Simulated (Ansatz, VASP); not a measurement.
# KBr: VASP beside Ansatz

```xyz
2
Lattice="0.0000 3.3802 3.3802 3.3802 0.0000 3.3802 3.3802 3.3802 0.0000" Properties=species:S:1:pos:R:3 pbc="T T T"
K     0.0000    0.0000    0.0000
Br    3.3802    3.3802    3.3802
```

Alike in both runs: task relaxation of cell and atoms; functional PBE; k mesh 7 × 7 × 7; occupations fermi-dirac, width 0.02 eV; no spin polarisation.

|  | VASP | Ansatz |
| --- | --- | --- |
| version | VASP 6.6.1 | Ansatz 0.2.0 |
| potentials or method | VASP PAW PBE potentials, release 64 (K_sv, Br), cutoff 600 eV | all-electron LAPW, scalar-relativistic |

```tsv
	VASP	Ansatz	Ansatz less VASP
relaxed volume (Å³/atom)	37.82	37.66	-0.161
relaxed length of the cell vector where the two differ most in proportion (Å)	4.747	4.740	-0.0068
```

Ansatz ran all-electron here, and VASP with PAW potentials.
